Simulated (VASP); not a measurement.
Input of a VASP 6.6.1 run:

File INCAR:

```
ALGO = Normal ; EDIFF = 1E-6
ENCUT = 520 ; ISIF = 2
ISMEAR = 0 ; LASPH = True
LCHARG = False ; LREAL = False
LWAVE = False ; NBANDS = 26
NELM = 80 ; PREC = Accurate
SIGMA = 0.01
```

Contents of KPOINTS:

```
k-points
0
Gamma
  9 9 6
```

File POSCAR:

```
GaN
1.0
    3.1863600000      0.0000000000      0.0000000000
   -1.5931800000      2.7594687056      0.0000000000
    0.0000000000      0.0000000000      5.1605240400
Ga N
2 2
Direct
    0.3333333333      0.6666666667     -0.0012674244
    0.6666666667      0.3333333333      0.4987325756
    0.3333333333      0.6666666667      0.3762674244
    0.6666666667      0.3333333333      0.8762674244
```

Potentials or basis: VASP PAW LDA potentials, release 64 (Ga_d, N).

Launch:

```sh
$ cat potpaw_LDA.64/Ga_d/POTCAR potpaw_LDA.64/N/POTCAR > POTCAR
$ mpirun -np 1 vasp_std > vasp.out
```

(1) Predict the band gap on the k mesh.

(2) Predict the pressure.

## Answers

(1) 1.99 eV, direct.

(2) -3.9 GPa.
